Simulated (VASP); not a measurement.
Cu:

```
Cu
1.0
     0.00000    1.80750    1.80750
     1.80750    0.00000    1.80750
     1.80750    1.80750    0.00000
Cu
1
Direct
  0.00000 0.00000 0.00000
```

| Property | Result |
| --- | --- |
| Program | VASP 6.6.1 |
| Task | relaxation of cell and atoms |
| Functional | LDA |
| Potentials or basis | VASP PAW LDA potentials, release 64 (Cu_sv_GW) |
| Cutoff | 820 eV |
| k mesh | 12 × 12 × 12 |
| Occupations | fermi-dirac, width 0.1 eV |
| Spin | no spin polarisation |

At the start: pressure -13.4 GPa; volume 11.81 Å³/atom.

Question: Where does the relaxation end?

Answer: Over 3 steps the energy falls by 42.0 meV/atom and the volume is 10.89 Å³/atom (-7.8 %); space group Fm-3m (No. 225, to 0.1 Å) before and after.

Step by step:
| step | energy change (eV) | largest force (eV/Å) | pressure (GPa) | volume (Å³) |
| --- | --- | --- | --- | --- |
| 1 | 0.0000 | 0.0000 | -13.43 | 11.81 |
| 2 | -0.0115 | 0.0000 | 15.06 | 10.20 |
| 3 | -0.0420 | 0.0000 | -0.13 | 10.89 |

Final structure:
```
Cu
1.0
     0.00000    1.75943    1.75943
     1.75943    0.00000    1.75943
     1.75943    1.75943    0.00000
Cu
1
Direct
  0.00000 0.00000 0.00000
```
